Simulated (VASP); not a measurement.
# EuS (Fm-3m) in VASP: notebook

EuS is run at these levels: PBEsol, PBE; tasks: single point.

Everything below comes from runs of VASP 6.6.1. Logs are shortened: lines on timing, memory, paths and dates and some standing lists are left out, and cuts for length are marked.

**1. The cell of the first run**

Symmetry: Fm-3m, No. 225, cubic system. The conventional cell has a = 5.957 Å, b = 5.957 Å, c = 5.957 Å, α = 90.00°, β = 90.00°, γ = 90.00°. Eu (site symmetry m-3m) has 6 S at 2.98 Å within 3.9 Å. S (site symmetry m-3m) has 6 Eu at 2.98 Å within 3.9 Å.

**2. Single point, PBEsol, collinear spin, ferromagnetic start**

File INCAR:

```
SYSTEM = EuS
PREC = Accurate
ENCUT = 600
EDIFF = 1E-6
ISMEAR = -1
SIGMA = 0.1
LREAL = .False.
LASPH = .True.
NELM = 200
ALGO = Normal
ISIF = 2
LWAVE = .False.
LCHARG = .True.
ISPIN = 2
MAGMOM = 7 0
LORBIT = 11
LMAXMIX = 6
GGA = PS
LELF = .True.
LVHAR = .True.
NBANDS = 22
GGA_COMPAT = .False.
```

File KPOINTS:

```
regular mesh
0
Gamma
  7 7 7
  0 0 0
```

File POSCAR:

```
EuS
1.0
    0.0000000000      2.9785000000      2.9785000000
    2.9785000000      0.0000000000      2.9785000000
    2.9785000000      2.9785000000      0.0000000000
Eu S
1 1
Direct
    0.0000000000      0.0000000000      0.0000000000
    0.5000000000      0.5000000000      0.5000000000
```

Potentials or basis: VASP PAW PBE potentials, release 64 (Eu, S).

On the command line:

```
$ cat potpaw_PBE.64/Eu/POTCAR potpaw_PBE.64/S/POTCAR > POTCAR
$ mpirun -np 1 vasp_std > vasp.out
```

OUTCAR:

```text
SYSTEM = EuS
   PREC = Accurate
   ENCUT = 600
   EDIFF = 1E-6
   ISMEAR = -1
   LREAL = .False.
   LASPH = .True.
   NELM = 200
   ISIF = 2
   ISPIN = 2
   LORBIT = 11
   GGA = PS

 ion  position               nearest neighbor table
   1  0.000  0.000  0.000-   2 2.98   2 2.98   2 2.98   2 2.98   2 2.98   2 2.98
   2  0.500  0.500  0.500-   1 2.98   1 2.98   1 2.98   1 2.98   1 2.98   1 2.98

  LATTYP: Found a face centered cubic cell.
 ALAT       =     5.9570000000

  Lattice vectors:

 A1 = (   0.0000000000,   2.9785000000,   2.9785000000)
 A2 = (   2.9785000000,   0.0000000000,   2.9785000000)
 A3 = (   2.9785000000,   2.9785000000,   0.0000000000)

Analysis of symmetry for initial positions (statically):
=====================================================================
 Subroutine PRICEL returns:
 Original cell was already a primitive cell.

 Routine SETGRP: Setting up the symmetry group for a
 face centered cubic supercell.

 Subroutine GETGRP returns: Found 48 space group operations
 (whereof 48 operations were pure point group operations)
 out of a pool of 48 trial point group operations.

The static configuration has the point symmetry O_h .

Analysis of symmetry for dynamics (positions and initial velocities):
=====================================================================
 Subroutine PRICEL returns:
 Original cell was already a primitive cell.

 Routine SETGRP: Setting up the symmetry group for a
 face centered cubic supercell.

 Subroutine GETGRP returns: Found 48 space group operations
 (whereof 48 operations were pure point group operations)
 out of a pool of 48 trial point group operations.

The dynamic configuration has the point symmetry O_h .

Analysis of structural, dynamic, and magnetic symmetry:
=====================================================================
 Subroutine PRICEL returns:
 Original cell was already a primitive cell.

 Routine SETGRP: Setting up the symmetry group for a
 face centered cubic supercell.

 Subroutine GETGRP returns: Found 48 space group operations
 (whereof 48 operations were pure point group operations)
 out of a pool of 48 trial point group operations.

The overall configuration has the point symmetry O_h .

 Subroutine INISYM returns: Found 48 space group operations
 (whereof 48 operations are pure point group operations),
 and found     1 'primitive' translations

----------------------------------------------------------------------------------------

                                     Primitive cell

  volume of cell :      52.8473

  direct lattice vectors                    reciprocal lattice vectors
     0.000000000  2.978500000  2.978500000    -0.167869733  0.167869733  0.167869733
     2.978500000  0.000000000  2.978500000     0.167869733 -0.167869733  0.167869733
     2.978500000  2.978500000  0.000000000     0.167869733  0.167869733 -0.167869733

  length of vectors
     4.212235096  4.212235096  4.212235096     0.290758907  0.290758907  0.290758907

  position of ions in fractional coordinates (direct lattice)
     0.000000000  0.000000000  0.000000000
     0.500000000  0.500000000  0.500000000

  ion indices of the primitive-cell ions
   primitive index   ion index
                 1           1
                 2           2

----------------------------------------------------------------------------------------

 KPOINTS: regular mesh

Automatic generation of k-mesh.
 Grid dimensions read from file:
 generate k-points for:    7    7    7

 Generating k-lattice:

  Cartesian coordinates                     Fractional coordinates (reciprocal lattice)
    -0.023981390  0.023981390  0.023981390     0.142857143  0.000000000  0.000000000
     0.023981390 -0.023981390  0.023981390     0.000000000  0.142857143  0.000000000
     0.023981390  0.023981390 -0.023981390     0.000000000  0.000000000  0.142857143

  Length of vectors
     0.041536987  0.041536987  0.041536987

  Shift w.r.t. Gamma in fractional coordinates (k-lattice)
     0.000000000  0.000000000  0.000000000

 Subroutine IBZKPT returns following result:
 ===========================================

 Found     20 irreducible k-points:

 Following reciprocal coordinates:
            Coordinates               Weight
  0.000000  0.000000  0.000000      1.000000
  0.142857  0.000000  0.000000      8.000000
  0.285714  0.000000  0.000000      8.000000
  0.428571  0.000000  0.000000      8.000000
  0.142857  0.142857  0.000000      6.000000
  0.285714  0.142857  0.000000     24.000000
[... 12 lines left out ...]
 -0.428571  0.428571  0.142857     24.000000
 -0.285714  0.428571  0.142857     24.000000
   k-points           NKPTS =     20   k-points in BZ     NKDIM =     20   number of bands    NBANDS=     22
   number of dos      NEDOS =    301   number of ions     NIONS =      2
   total plane-waves  NPLWV =  46656
   dimension x,y,z NGX =    36 NGY =   36 NGZ =   36
   dimension x,y,z NGXF=    72 NGYF=   72 NGZF=   72
   ions per type =               1   1
   NGX,Y,Z   is equivalent  to a cutoff of  14.21, 14.21, 14.21 a.u.
   NGXF,Y,Z  is equivalent  to a cutoff of  28.42, 28.42, 28.42 a.u.
 SYSTEM =  EuS
   PREC   = accura    normal or accurate (medium, high low for compatibility)
   ISTART =      0    job   : 0-new  1-cont  2-samecut
   ICHARG =      2    charge: 1-file 2-atom 10-const
   ISPIN  =      2    spin polarized calculation?
   LNONCOLLINEAR =      F non collinear calculations
   LSORBIT =      F    spin-orbit coupling
   LASPH  =      T    aspherical Exc in radial PAW
   ENCUT  =  600.0 eV  44.10 Ry    6.64 a.u.   8.41  8.41  8.41*2*pi/ulx,y,z
   NELM   =    200;   NELMIN=  2; NELMDL= -5     # of ELM steps
   EDIFF  = 0.1E-05   stopping-criterion for ELM
   LREAL  =      F    real-space projection
   EDIFFG = 0.1E-04   stopping-criterion for IOM
   NSW    =      0    number of steps for IOM
   IBRION =     -1    ionic relax: 0-MD 1-quasi-New 2-CG
   NFREE  =      0    steps in history (QN), initial steepest desc. (CG)
   ISIF   =      2    stress and relaxation
   ISYM   =      2    0-nonsym 1-usesym 2-fastsym
   POTIM  = 0.5000    time-step for ionic-motion
   TEBEG  =    0.0;   TEEND  =   0.0 temperature during run
   PSTRESS=    0.0 pullay stress
   NELECT =      23.0000    total number of electrons
   NUPDOWN=      -1.0000    fix difference up-down
   EMIN   =  10.00;   EMAX   =-10.00  energy-range for DOS
   EFERMI =   0.00;   METHOD = LEGACY
   ISMEAR =    -1;   SIGMA  =   0.10  broadening in eV -4-tet -1-fermi 0-gaus
   EFERMI_NEDOS =   21; number of points for ismear=-14 and -15
   IALGO  =     38    algorithm
   IMIX   =      4    mixing-type and parameters
     AMIX     =   0.40;   BMIX     =  1.00
     AMIX_MAG =   1.60;   BMIX_MAG =  1.00
  volume/ion in A,a.u.               =      26.42       178.32
  Fermi-wavevector in a.u.,A,eV,Ry     =   1.240633  2.344456 20.941667  1.539169
  Thomas-Fermi vector in A             =   2.375065
   LORBIT       =     11    0 simple, 1 ext, 2 COOP (PROOUT), +10 PAW based schemes
   GGA     = PS    functional components
   LHFCALC =     F    Hartree Fock is set to
   AEXX    =    0.0000 exact exchange contribution
   IVDW    =     0    specifies the selected vdW correction
   LEPSILON=     F    determine dielectric tensor
   LRPA    =     F    only Hartree local field effects (RPA)
 spin polarized calculation
  energy-cutoff  :      600.00
  volume of cell :       52.85
 maximum number of plane-waves:      1807
 NGX is ok and might be reduce to    36
   NGX = 17   NGY = 17   NGZ = 17

 number of electron      22.9999997 magnetization       6.9514120

 Free energy of the ion-electron system (eV)
  ---------------------------------------------------
  ext. energy  EPLUGINS =         0.00000000
  ---------------------------------------------------
  free energy    TOTEN  =       -20.49727863 eV

  energy without entropy =      -20.44178129  energy(sigma->0) =      -20.46952996

 E-fermi :   4.2188     XC(G=0):  -9.8375

 val. band max:        4.2117149060   @ k =  -0.4286   0.4286   0.0000
 cond. band min:       4.3456097903   @ k =   0.4286   0.2857   0.0000
 fundamental gap:      0.1338948843
 Fermi energy:         4.2187730667

 spin component 1

 k-point     1 :       0.0000    0.0000    0.0000
  band No.  band energies     occupation
      1     -37.3995      1.00000
      2     -16.0944      1.00000
      3     -16.0944      1.00000
      4     -16.0944      1.00000
      5      -9.2824      1.00000
      6       1.4013      1.00000
[... 14 lines left out ...]
     21       6.0311      0.00000
     22      11.4115      0.00000
[... 451 lines left out ...]
 k-point    20 :      -0.2857    0.4286    0.1429
  band No.  band energies     occupation
      1     -37.3826      1.00000
      2     -16.2746      1.00000
      3     -16.2691      1.00000
      4     -16.1822      1.00000
      5      -8.6814      1.00000
      6      -0.1122      1.00000
[... 14 lines left out ...]
     21      10.6730      0.00000
     22      12.0177      0.00000
 Fermi energy:         4.2187730667

 spin component 2

 k-point     1 :       0.0000    0.0000    0.0000
  band No.  band energies     occupation
      1     -34.3519      1.00000
      2     -13.8443      1.00000
      3     -13.8443      1.00000
      4     -13.8443      1.00000
      5      -9.2707      1.00000
      6       1.5712      1.00000
[... 14 lines left out ...]
     21       8.7096      0.00000
     22      12.5091      0.00000
[... 452 lines left out ...]
  band No.  band energies     occupation
      1     -34.3284      1.00000
      2     -14.1075      1.00000
      3     -14.0789      1.00000
      4     -13.9667      1.00000
      5      -8.6586      1.00000
      6       0.0870      1.00000
[... 14 lines left out ...]
     21      11.4845      0.00000
     22      12.9540      0.00000

------------------------ aborting loop because EDIFF is reached ----------------------------------------

  FORCE on cell =-STRESS in cart. coord.  units (eV):
  Direction    XX          YY          ZZ          XY          YZ          ZX
  --------------------------------------------------------------------------------------
  -------------------------------------------------------------------------------------
  Total       -1.9104477     -1.9104477     -1.9104477      0.0000000      0.0000000      0.0000000
  in kB      -57.9192511    -57.9192511    -57.9192511      0.0000000      0.0000000      0.0000000
  external PRESSURE =     -57.9192511 kB  Pullay stress =       0.0000000 kB

 VOLUME and BASIS-vectors are now :
 -----------------------------------------------------------------------------
  energy-cutoff  :      600.00
  volume of cell :       52.85
      direct lattice vectors                 reciprocal lattice vectors
     0.000000000  2.978500000  2.978500000    -0.167869733  0.167869733  0.167869733
     2.978500000  0.000000000  2.978500000     0.167869733 -0.167869733  0.167869733
     2.978500000  2.978500000  0.000000000     0.167869733  0.167869733 -0.167869733

 POSITION                                       TOTAL-FORCE (eV/Angst)
 -----------------------------------------------------------------------------------
      0.00000      0.00000      0.00000        -0.000000      0.000000      0.000000
      2.97850      2.97850      2.97850         0.000000     -0.000000     -0.000000
 -----------------------------------------------------------------------------------
    total drift:                                0.000000      0.000000      0.000000

  FREE ENERGIE OF THE ION-ELECTRON SYSTEM (eV)
  ---------------------------------------------------
  free  energy   TOTEN  =       -20.4972786293 eV

  energy  without entropy=      -20.4417812903  energy(sigma->0) =      -20.46952996

 total charge

# of ion       s       p       d       f       tot
--------------------------------------------------
    1        2.023   5.722   0.318   6.628  14.691
    2        1.311   2.400   0.000   0.000   3.711
--------------------------------------------------
tot          3.334   8.122   0.318   6.628  18.402

 magnetization (x)

# of ion       s       p       d       f       tot
--------------------------------------------------
    1       -0.012  -0.101   0.092   6.596   6.576
    2       -0.007  -0.064   0.000   0.000  -0.071
--------------------------------------------------
tot         -0.019  -0.165   0.092   6.596   6.505
```

Wall time 63 s (1 thread of Intel Xeon 6975P-C (Granite Rapids), shared host); peak memory 0.27 GiB.

What came out:

```
Free energy                                           : -20.4973 eV
Pressure                                              : -5.8 GPa
Net moment                                            : 6.95 μB per cell
Site moments                                          : Eu +6.58; S -0.07 μB
Valence electrons inside the program's atomic spheres : Eu 14.69; S 3.71
```

Caveat: the cell stands under tension; the PAW data sets were made with another functional, which shifts forces and pressure a little; spin-orbit coupling is left out, which moves the levels of the heavy elements; a cell with one magnetic atom can't hold antiferromagnetic order, which such compounds often take; semilocal functionals describe open f shells poorly, which spoils levels, moments and volumes.

**3. Single point, PBE, collinear spin, ferromagnetic start**

File INCAR:

```
SYSTEM = EuS
ALGO = Normal
EDIFF = 1E-6
ENCUT = 600
GGA = PE
GGA_COMPAT = .FALSE.
ISIF = 2
ISMEAR = -1
ISPIN = 2
LASPH = .TRUE.
LCHARG = .FALSE.
LMAXMIX = 6
LORBIT = 11
LREAL = .FALSE.
LWAVE = .FALSE.
MAGMOM = 7 0
NBANDS = 22
NELM = 200
PREC = Accurate
SIGMA = 0.1
```

File KPOINTS:

```
k-points
0
G
  7 7 7
  0 0 0
```

POSCAR is that of step 2.

Potentials or basis: VASP PAW PBE potentials, release 64 (Eu, S).

On the command line:

```
$ cat potpaw_PBE.64/Eu/POTCAR potpaw_PBE.64/S/POTCAR > POTCAR
$ mpirun -np 1 vasp_std > vasp.out
```

Run time: 55 s. Hardware: 1 thread of Intel Xeon 6975P-C (Granite Rapids), shared host; peak memory 0.27 GiB.

The run converged. Its results:

```yaml
Free_energy: -19.9226 eV
Pressure: -2.9 GPa
Net_moment: 6.96 μB per cell
Site_moments: Eu +6.58; S -0.07 μB
Valence_electrons_inside_the_program's_atomic_spheres: Eu 14.73; S 3.75
```

Levels at points of the mesh, in eV from the Fermi level:
Spin up:
| k point | band 12 | band 13 | band 14 | band 15 | band 16 | band 17 | band 18 | band 19 |
| --- | --- | --- | --- | --- | --- | --- | --- | --- |
| (0.00, 0.00, 0.00) | -0.42 | -0.10 | -0.10 | -0.10 | 0.70 | 0.97 | 0.97 | 0.97 |
Spin down:
```csv
k point,band 4,band 5,band 6,band 7,band 8,band 9,band 10,band 11,band 12,band 13
"(0.00, 0.00, 0.00)",-18.10,-13.56,-2.72,-2.72,-2.72,1.31,1.73,1.73,1.73,2.61
```

Caveat: spin-orbit coupling is left out, which moves the levels of the heavy elements; a cell with one magnetic atom can't hold antiferromagnetic order, which such compounds often take; semilocal functionals describe open f shells poorly, which spoils levels, moments and volumes.
